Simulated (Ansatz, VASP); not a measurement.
## SnSe in VASP and in Ansatz

```
Sn Se
1.0
     0.06020    3.04010    3.04010
     3.04010    0.06020    3.04010
     3.04010    3.04010    0.06020
Sn Se
1 1
Direct
  0.00000 0.00000 0.00000
  0.50000 0.50000 0.50000
```

Change from the starting cell: equal xy, yz and zx shear strains of +2 %.

Alike in both runs: task single point; functional LDA; k mesh 9 × 9 × 9; occupations fermi-dirac, width 0.02 eV; no spin polarisation.

```csv
,VASP,Ansatz
version,VASP 6.6.1,Ansatz 0.2.0
potentials or method,"VASP PAW LDA potentials, release 64 (Sn_d, Se), cutoff 500 eV","all-electron LAPW, scalar-relativistic"
```

```tsv
	VASP	Ansatz	Ansatz less VASP
pressure (GPa)	-3.2	-3.2	-0.09
traceless stress, the component that is largest in VASP (GPa)	-0.42	-0.42	-0.002
```

LDA's correlation is that of Perdew and Zunger in VASP and of Perdew and Wang (1992) in Ansatz. Ansatz ran all-electron here, and VASP with PAW potentials.
